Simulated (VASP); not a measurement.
Input of a VASP 6.6.1 run:

File INCAR:

```
SYSTEM = CsLiCr2Te2S3
PREC = Accurate ; ENCUT = 520
EDIFF = 1E-6 ; ISMEAR = -1
SIGMA = 0.05 ; LREAL = .False.
LASPH = .True. ; NELM = 150
ALGO = Normal ; ISIF = 2
LWAVE = .False. ; LCHARG = .False.
ISPIN = 2 ; MAGMOM = 0 0 3 3 0 0 0 0 0
LORBIT = 11 ; LMAXMIX = 4
GGA = PS ; IVDW = 12
NBANDS = 47
```

File KPOINTS:

```
regular mesh
0
Gamma
  4 4 4
  0 0 0
```

The input POSCAR:

```
CsLiCr2Te2S3
1.0
    3.2371089987      1.8689442623      6.1483852027
   -3.2371089987      1.8689442623      6.1483852027
    0.0000000000     -3.7378929931      6.1483838445
Cs Li Cr Te S
1 1 2 2 3
Direct
    0.0000000000      0.0000000000      0.0000000000
    0.5000000000      0.5000000000      0.5000000000
    0.7937697101      0.7937697101      0.7937697101
    0.2062302899      0.2062302899      0.2062302899
    0.6635295063      0.6635295063      0.6635295063
    0.3364704937      0.3364704937      0.3364704937
    0.1336743343      0.8663256657      0.5000000000
    0.5000000000      0.1336743343      0.8663256657
    0.8663256657      0.5000000000      0.1336743343
```

Potentials or basis: VASP PAW PBE potentials, release 64 (Cs_sv, Li_sv, Cr_pv, Te, S).

Launch:

```bash
$ cat potpaw_PBE.64/Cs_sv/POTCAR potpaw_PBE.64/Li_sv/POTCAR potpaw_PBE.64/Cr_pv/POTCAR potpaw_PBE.64/Te/POTCAR potpaw_PBE.64/S/POTCAR > POTCAR
$ mpirun -np 1 vasp_std > vasp.out
```

Estimate the band gap on the k mesh.

zero (filled and empty bands overlap).

Predict the dispersion energy per atom.

-0.327 eV.

Predict the net moment.

4.00 μB per cell.

Forces on the atoms (eV/Å):
```
Cs   0.000  0.000  0.000
Li   0.000  0.000  0.000
Cr   0.000  0.000 -0.010
Cr   0.000  0.000  0.010
Te   0.000  0.000  0.008
Te   0.000  0.000 -0.008
S    0.000  0.000  0.000
S    0.000  0.000  0.000
S    0.000  0.000  0.000
```

Caveat: the PAW data sets were made with another functional, which shifts forces and pressure a little; spin-orbit coupling is left out, which moves the levels of the heavy elements; the run started ferromagnetic, and an antiferromagnetic order may lie lower in energy. With open d or f shells a metallic result of PBEsol can be an artefact of self-interaction; +U or a hybrid may open a gap.
